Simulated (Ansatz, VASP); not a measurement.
# Be2Ge in VASP and in Ansatz

```
Ge Be
1.0
     0.00000    2.67830    2.67830
     2.67830    0.00000    2.67830
     2.67830    2.67830    0.00000
Ge Be
1 2
Direct
  0.00000 0.00000 0.00000
  0.25000 0.25000 0.25000
  0.75000 0.75000 0.75000
```

Alike in both runs: task single point; functional PBEsol; k mesh 6 × 6 × 6; occupations fermi-dirac, width 0.02 eV; no spin polarisation.

```csv
,VASP,Ansatz
version,VASP 6.6.1,Ansatz 0.2.0
potentials or method,"VASP PAW PBE potentials, release 64 (Ge_d, Be)","plane waves, PAW"
plane-wave cutoff (eV),520,420
valence electrons in the cell,18,18
```

|  | VASP | Ansatz | Ansatz less VASP |
| --- | --- | --- | --- |
| pressure (GPa) | -1.4 | -1.5 | -0.06 |

VASP's potentials were made for PBE, not for PBEsol.
